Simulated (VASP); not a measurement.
## C: relaxation of cell and atoms with LDA

C:

```
CELL_PARAMETERS angstrom
2.10720 0.00000 0.00000
-1.05360 1.82488 0.00000
0.00000 0.00000 3.44105
ATOMIC_POSITIONS crystal
C 0.33333 0.66667 0.25000
C 0.66667 0.33333 0.75000
```

```yaml
Program: VASP 6.6.1
Task: relaxation of cell and atoms
Functional: LDA
Potentials_or_basis: VASP PAW LDA potentials, release 64 (C)
Cutoff: 600 eV
k_mesh: 17 × 17 × 9
Occupations: fermi-dirac, width 0.1 eV
Spin: no spin polarisation
Dipole_correction: no
Further_INCAR_settings: ALGO = Normal; EDIFF = 1e-06; IBRION = 2; EDIFFG = -0.01; NSW = 80; ISIF = 3
```

```
Relaxed volume                         : 6.50 Å³/atom
Relaxed cell                           : a = 1.693 Å, b = 1.693 Å, c = 5.237 Å, α = 90.00°, β = 90.00°, γ = 120.00°
Space group after relaxing (to 0.05 Å) : P6_3/mmc (No. 194)
Energy gained by relaxing              : 443.7 meV/atom
Ionic steps                            : 20
Pressure after relaxing                : 0.0 GPa
Band gap on the k mesh                 : zero (band 4 reaches 10.55 eV, above the bottom of band 5 at 7.91 eV)
```

The path:
```tsv
step	energy change (eV)	largest force (eV/Å)	pressure (GPa)	volume (Å³)
1	0.0000	0.0000	-3.22	13.23
2	-0.0046	0.0000	0.05	12.98
3	-0.0049	0.0000	1.01	12.91
4	-0.0063	0.0000	0.55	12.94
5	-0.0116	0.0000	-0.51	13.01
6	-0.0464	0.0000	-2.17	13.13
7	-0.1339	0.0000	-4.86	13.33
8	-0.3249	0.0000	-6.97	13.52
9	-0.8714	0.0000	1.31	13.17
10	-0.6843	0.0000	-7.68	13.45
11	-0.8732	0.0000	-8.10	13.29
12	-0.8837	0.0000	-4.82	13.25
13	-0.8815	0.0000	-1.62	13.21
14	-0.8842	0.0000	-3.82	13.24
15	-0.8854	0.0000	-3.07	13.18
16	-0.8870	0.0000	-1.36	13.06
17	-0.8854	0.0000	2.22	12.83
18	-0.8872	0.0000	-0.47	13.00
19	-0.8873	0.0000	-0.19	13.00
20	-0.8873	0.0000	0.01	12.99
```

Final structure:
```
C
1.0
     1.69257    0.00000    0.00000
    -0.84629    1.46581    0.00000
     0.00000    0.00000    5.23702
C
2
Direct
  0.33333 0.66667 0.25000
  0.66667 0.33333 0.75000
```

Levels at points of the mesh, in eV from the Fermi level:
```csv
k point,band 1,band 2,band 3,band 4,band 5,band 6,band 7,band 8
"(0.00, 0.00, 0.00)",-22.53,-21.03,-11.62,-5.56,6.19,16.49,16.49,16.55
```

Wall time 78 s on 1 thread of Intel(R) Xeon(R) 6975P-C (Granite Rapids), on a shared host, peak memory 0.12 GiB.
